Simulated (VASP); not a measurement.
Here is a VASP 6.6.1 calculation.

INCAR

```
SYSTEM = Ru
ALGO = Fast
EDIFF = 1E-7
ENCUT = 520
GGA = PE
ISIF = 2
ISMEAR = 0
LASPH = .TRUE.
LCHARG = .FALSE.
LREAL = .FALSE.
LWAVE = .FALSE.
NBANDS = 66
NELM = 100
PREC = Accurate
SIGMA = 0.1
```

KPOINTS

```
k-points
0
G
  4 4 6
  0 0 0
```

File POSCAR:

```
Ru
1.0
    4.6765225840     -3.3052511563      0.0000000000
    4.6765225840      3.3052511563      0.0000000000
   -1.9295672506      0.0000000000      3.9041746359
Ru
8
Direct
    0.8260000000      0.8260000000      0.1740000000
    0.1740000000      0.1740000000      0.8260000000
    0.2480000000      0.2480000000      0.1860000000
    0.7520000000      0.7520000000      0.8140000000
    0.7691000000      0.3029000000      0.1810000000
    0.6971000000      0.2309000000      0.8190000000
    0.2309000000      0.6971000000      0.8190000000
    0.3029000000      0.7691000000      0.1810000000
```

Potentials or basis: VASP PAW PBE potentials, release 64 (Ru_pv).

Run with:

```console
$ cat potpaw_PBE.64/Ru_pv/POTCAR > POTCAR
$ mpirun -np 1 vasp_std > vasp.out
```

Task: What does it give for the largest force?

Result: 120.449 eV/Å.

Task: Predict the band gap on the k mesh.

Result: Zero (bands 56 and 57 overlap by 1.15 eV).

Stress tensor (GPa, compression positive):
```
  6.84   0.00  -8.06
  0.00   1.91   0.00
 -8.06   0.00 883.56
```

Caveat: atoms lie so close that the PAW spheres overlap strongly, which falsifies energies and pressures; the stress differs along the axes, from 2 to 884 GPa; forces of over 1 eV/Å act on the atoms, so gaps and moduli don't describe the material at rest.
